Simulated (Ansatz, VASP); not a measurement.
Two plane-wave programs on AlN

Contents of INCAR:

```
SYSTEM = AlN
ALGO = Normal
EDIFF = 1E-6
ENCUT = 520
GGA = CA
ISIF = 2
ISMEAR = 0
LASPH = .True.
LCHARG = .False.
LREAL = .False.
LWAVE = .False.
NBANDS = 26
NELM = 100
PREC = Accurate
SIGMA = 0.05
```

KPOINTS

```
k-points
0
Gamma
  8 6 4
  0 0 0
```

Contents of POSCAR:

```
AlN
1.0
   -1.6378403119      2.8368226349      0.0000000000
    0.0000000000      0.0000000000      4.1006264518
    4.9135209358      2.8368226349      0.0000000000
Al N
4 4
Direct
    0.7585526025      0.7500000000      0.1266684399
    1.0000000000      0.7500000000      0.6666666667
    0.0000000000      0.2500000000      0.3333333333
    0.5000000000      0.2500000000      0.8333333333
    0.5000000000      0.2500000000      0.1666666667
    1.0000000000      0.2500000000      0.6666666667
    0.0000000000      0.7500000000      0.3333333333
    0.5000000000      0.7500000000      0.8333333333
```

Input for Ansatz:

```yaml
crystal:
  lattice:
    - [-1.6378403119, 2.8368226349, 0.0]
    - [0.0, 0.0, 4.1006264518]
    - [4.9135209358, 2.8368226349, 0.0]
  atoms:
    - { symbol: Al, position: [0.7585526025, 0.75, 0.1266684399] }
    - { symbol: Al, position: [1.0, 0.75, 0.6666666667] }
    - { symbol: Al, position: [0.0, 0.25, 0.3333333333] }
    - { symbol: Al, position: [0.5, 0.25, 0.8333333333] }
    - { symbol: "N", position: [0.5, 0.25, 0.1666666667] }
    - { symbol: "N", position: [1.0, 0.25, 0.6666666667] }
    - { symbol: "N", position: [0.0, 0.75, 0.3333333333] }
    - { symbol: "N", position: [0.5, 0.75, 0.8333333333] }
basis:
  ecutwfc: 420
kpoints:
  mp_grid: { grid: [8, 6, 4] }
hamiltonian:
  xc: lda
  pseudopotentials: { kind: paw, azcp: { folder: soft_1 } }
scf:
  occupations: { method: gaussian, width: 0.05 }
output:
  forces: true
  stress: true
  eigenvalues: true
```

Alike in both runs: task single point; functional LDA; k mesh 8 × 6 × 4; occupations gaussian, width 0.05 eV; no spin polarisation.

|  | VASP | Ansatz |
| --- | --- | --- |
| version | VASP 6.6.1 | Ansatz 0.2.0 |
| potentials or method | VASP PAW LDA potentials, release 64 (Al, N), cutoff 520 eV | scalar-relativistic, plane waves, PAW |
| valence electrons in the cell | 32 | 32 |

|  | VASP | Ansatz | Ansatz less VASP |
| --- | --- | --- | --- |
| gap on the k mesh at the Fermi level (eV) | 1.93 | 1.94 | +0.008 |
| least direct gap on the mesh (eV) | 1.93 | 1.94 | +0.008 |
| pressure (GPa) | 21.1 | 20.1 | -1.01 |
| traceless stress, the component that is largest in VASP (GPa) | 28.68 | 28.04 | -0.644 |
| rms of the force components (eV/Å) | 5.936 | 5.863 | -0.0733 |

Ansatz warns that its potentials were made for another functional, while VASP's fit it. LDA's correlation is that of Perdew and Zunger in VASP and of Perdew and Wang (1992) in Ansatz. Atom by atom the forces differ by 0.077 eV/Å (rms over components).
